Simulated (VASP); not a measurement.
Crystal: Ni.

```
Ni
1.0
     0.00000    1.76795    1.76795
     1.76795    0.00000    1.76795
     1.76795    1.76795    0.00000
Ni
1
Direct
  0.00000 0.00000 0.00000
```

```yaml
Program: VASP 6.6.1
Task: relaxation of cell and atoms
Functional: PBEsol
Potentials_or_basis: VASP PAW PBE potentials, release 64 (Ni)
Cutoff: 600 eV
k_mesh: 10 × 10 × 10
Occupations: gaussian, width 0.1 eV
Spin: collinear spin, ferromagnetic start
Starting_moments: "[0.81] μB"
```

At the start: pressure -11.9 GPa; volume 11.05 Å³/atom.

**Question.** How do energy, volume and symmetry change on relaxing?

**Answer.** Over 3 steps the energy falls by 25.5 meV/atom and the volume is 10.41 Å³/atom (-5.8 %); space group Fm-3m (No. 225, to 0.05 Å); moment 0.71 μB per cell.

The path:
```csv
step,energy change (eV),largest force (eV/Å),pressure (GPa),volume (Å³)
1,0.0000,0.0000,-11.94,11.05
2,0.0034,0.0000,16.04,9.79
3,-0.0255,0.0000,-0.35,10.41
```

Final structure:
```xyz
1
Lattice="0.0000 1.7330 1.7330 1.7330 0.0000 1.7330 1.7330 1.7330 0.0000" Properties=species:S:1:pos:R:3 pbc="T T T"
Ni    0.0000    0.0000    0.0000
```

Caveat: the PAW data sets were made with another functional, which shifts forces and pressure a little.
